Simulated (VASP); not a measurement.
Here is a VASP 6.6.1 calculation.

The input INCAR:

```
PREC = Accurate
ENCUT = 600
EDIFF = 1E-7
ISMEAR = 0
SIGMA = 0.02
LREAL = F
LASPH = T
NELM = 100
ALGO = Normal
ISIF = 3
LWAVE = F
LCHARG = F
IBRION = 2
NSW = 80
EDIFFG = -0.01
```

Contents of KPOINTS:

```
regular mesh
0
Gamma
  9 9 8
```

The input POSCAR:

```
Se
1.0
    4.3662000000      0.0000000000      0.0000000000
   -2.1831000000      3.7812401180      0.0000000000
    0.0000000000      0.0000000000      4.9536000000
Se
3
Direct
    0.2254000000      0.0000000000      0.3333333333
    0.0000000000      0.2254000000      0.6666666667
    0.7746000000      0.7746000000      0.0000000000
```

Potentials or basis: VASP PAW LDA potentials, release 64 (Se).

Launch:

```console
$ cat potpaw_LDA.64/Se/POTCAR > POTCAR
$ mpirun -np 1 vasp_std > vasp.out
```

(1) Estimate the relaxed cell.

(2) Estimate the relaxed volume.

(3) Predict the band gap on the k mesh.

Answers

(1) a = 3.949 Å, b = 3.949 Å, c = 5.122 Å, α = 90.00°, β = 90.00°, γ = 120.00°.

(2) 23.05 Å³/atom.

(3) 0.28 eV.

Caveat: the volume moved by over 15 % at a fixed basis, so the end points are rough; an odd mesh through Γ misses points on the zone boundary, where band edges can lie.
